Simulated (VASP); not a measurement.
BaTiO3: single point with r2SCAN+U

The system is BaTiO3.

```xyz
5
Lattice="4.0073 0.0000 0.0000 0.0000 4.0073 0.0000 0.0000 0.0000 4.0073" Properties=species:S:1:pos:R:3 pbc="T T T"
Ba    2.0398    1.8245    2.0304
Ti    3.7818    0.2804    3.8242
O     2.0859    0.0274    0.2221
O     0.0507    1.9715    0.2113
O     0.0563    3.9108    1.7266
```

| Property | Result |
| --- | --- |
| Program | VASP 6.6.1 |
| Task | single point |
| Functional | r2SCAN |
| Potentials or basis | VASP PAW PBE potentials, release 64 (Ba_sv, Ti_sv, O) |
| Cutoff | 520 eV |
| k mesh | 7 × 7 × 7 |
| Occupations | fermi-dirac, width 0.05 eV |
| Spin | no spin polarisation |
| Hubbard terms | Ti d U = 5.0 eV |

```json
{
 "Pressure": "16.5 GPa",
 "Largest force": "6.208 eV/Å",
 "Band gap on the k mesh": "3.65 eV (least direct gap 3.92 eV)"
}
```

Forces on the atoms (eV/Å):
```
Ba  -1.135  2.348 -0.768
Ti   3.895 -4.735  0.975
O   -2.360 -0.225 -2.237
O   -0.149  1.901 -2.107
O   -0.251  0.711  4.137
```

Stress tensor (GPa, compression positive):
```
22.69 -0.80  0.94
-0.80 20.36 -0.17
 0.94 -0.17  6.44
```

Levels at points of the mesh, in eV from the valence-band top:
| k point | band 18 | band 19 | band 20 | band 21 | band 22 | band 23 |
| --- | --- | --- | --- | --- | --- | --- |
| (0.00, 0.00, 0.00) | -1.02 | -0.56 | -0.39 | 3.70 | 4.00 | 4.19 |

Eigenvalues of the final occupation matrices:
| site | spin | trace | eigenvalues |
| --- | --- | --- | --- |
| site 2 d | 1 | 0.89 | 0.10 0.11 0.13 0.25 0.30 |
| site 2 d | 2 | 0.89 | 0.10 0.11 0.13 0.25 0.30 |

Run time: 22 min on 1 thread of Oxide Virtual Turin-like Processor (shared host), peak memory 0.37 GiB.

Caveat: the cell stands under pressure; the PAW data sets were made with another functional, which shifts forces and pressure a little; spin-orbit coupling is left out, which moves the levels of the heavy elements; an odd mesh through Γ misses points on the zone boundary, where band edges can lie.
